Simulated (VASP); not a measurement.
Crystal: Ge.

```
CELL_PARAMETERS angstrom
1.39715 -2.60052 0.00000
1.39715 2.60052 0.00000
0.00000 0.00000 2.69823
ATOMIC_POSITIONS crystal
Ge 0.50000 0.50000 0.00000
```

Base run:

```yaml
Program: VASP 6.6.1
Functional: PBEsol
Potentials_or_basis: VASP PAW PBE potentials, release 64 (Ge_d)
Cutoff: 520 eV
k_mesh: 9 × 9 × 8
Occupations: fermi-dirac, width 0.1 eV
Spin: no spin polarisation
```

Its results: band gap on the k mesh zero (band 7 reaches 12.72 eV, above the bottom of band 8 at 2.88 eV); pressure -4.1 GPa.

Question: The run is repeated on the same cell with these changes: k mesh from 9 × 9 × 8 to 3 × 3 × 3. What comes out?

Answer: Band gap on the k mesh zero (band 7 reaches 12.66 eV, above the bottom of band 8 at 2.89 eV); pressure -6.2 GPa.

Caveats: some runs use coarse meshes; the PAW data sets were made with another functional, which shifts forces and pressure a little.
